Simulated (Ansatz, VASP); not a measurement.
## CdTe: VASP beside Ansatz

```
CELL_PARAMETERS angstrom
0.00000 3.30963 3.30963
3.30963 0.00000 3.30963
3.30963 3.30963 0.00000
ATOMIC_POSITIONS crystal
Cd 0.00000 0.00000 0.00000
Te 0.25000 0.25000 0.25000
```

Alike in both runs: functional PBE; k mesh 10 × 10 × 10; occupations gaussian, width 0.02 eV; no spin polarisation.

Ansatz relaxed the structure, and its values are those at the end. VASP's run is a single point on that final structure, the one shown.

|  | VASP | Ansatz |
| --- | --- | --- |
| version | VASP 6.6.1 | Ansatz 0.2.0 |
| potentials or method | VASP PAW PBE potentials, release 64 (Cd, Te), cutoff 500 eV | scalar-relativistic, plane waves, PAW |
| valence electrons in the cell | 18 | 36 |

```tsv
	VASP	Ansatz	Ansatz less VASP
gap on the k mesh at the Fermi level (eV)	0.58	0.58	+0.003
least direct gap on the mesh (eV)	0.58	0.58	+0.003
pressure (GPa)	0.1	0.0	-0.11
```

VASP's potentials hold 18 valence electrons a cell and Ansatz's 36, so a difference there can come from the potentials and not from the codes.

Neither program's run includes spin-orbit coupling.
